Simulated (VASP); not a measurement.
Set up this calculation in VASP 6.6.1, as the native input.

* Task: single point
* Functional: r2SCAN
* Potentials or basis: VASP PAW PBE potentials, release 64 (Sr_sv)
* Cutoff: 520 eV
* k mesh: 6 × 6 × 4
* Occupations: gaussian, width 0.1 eV
* Spin: no spin polarisation
* Dipole correction: no
* Further INCAR settings: ALGO = Normal; EDIFF = 1e-06; NBANDS = 17

Crystal: Sr.

```
CELL_PARAMETERS angstrom
3.31456 0.00000 0.00000
-1.65728 2.87049 0.00000
0.00000 0.00000 5.40945
ATOMIC_POSITIONS crystal
Sr 0.33333 0.66667 0.25000
Sr 0.66667 0.33333 0.75000
```

This isn't the form of Sr at room conditions, which is fcc.

These files were run (other wordings do the same):

POSCAR

```
Sr
1.0
    3.3145550043      0.0000000000      0.0000000000
   -1.6572775021      2.8704888359      0.0000000000
    0.0000000000      0.0000000000      5.4094521734
Sr
2
Direct
    0.3333333333      0.6666666667      0.2500000000
    0.6666666667      0.3333333333      0.7500000000
```

INCAR.step1

```
SYSTEM = Sr
ALGO = Normal ; EDIFF = 1E-4
ENCUT = 520 ; GGA = PE
ISMEAR = 0 ; LASPH = .TRUE.
LCHARG = .FALSE. ; LREAL = .FALSE.
LWAVE = .TRUE. ; NBANDS = 17
NELM = 100 ; PREC = Accurate
SIGMA = 0.1
```

INCAR.step2

```
SYSTEM = Sr
ALGO = Normal ; EDIFF = 1E-6
ENCUT = 520 ; ISIF = 2
ISMEAR = 0 ; ISTART = 1
LASPH = .TRUE. ; LCHARG = .TRUE.
LELF = .TRUE. ; LMIXTAU = .TRUE.
LREAL = .FALSE. ; LVHAR = .TRUE.
LWAVE = .FALSE. ; METAGGA = R2SCAN
NBANDS = 17 ; NELM = 100
PREC = Accurate ; SIGMA = 0.1
```

KPOINTS

```
k-points
0
G
  6 6 4
  0 0 0
```

Potentials or basis: VASP PAW PBE potentials, release 64 (Sr_sv).

Launch:

```sh
$ cat potpaw_PBE.64/Sr_sv/POTCAR > POTCAR
$ cp INCAR.step1 INCAR
$ mpirun -np 1 vasp_std > vasp.out
$ cp INCAR.step2 INCAR
$ mpirun -np 1 vasp_std > vasp.out
```

Results of the run:

```
Pressure               : 26.2 GPa
Band gap on the k mesh : zero (bands 10 and 11 overlap by 1.40 eV)
```

Caveat: the k points lie up to 0.36 Å⁻¹ apart, too coarse for converged energies and pressures of a metal; the PAW data sets were made with another functional, which shifts forces and pressure a little.

Wall time 67 s on 1 thread of Intel(R) Xeon(R) Platinum 8259CL CPU @ 2.50GHz (Skylake/Cascade Lake), on a shared host, peak memory 0.18 GiB.
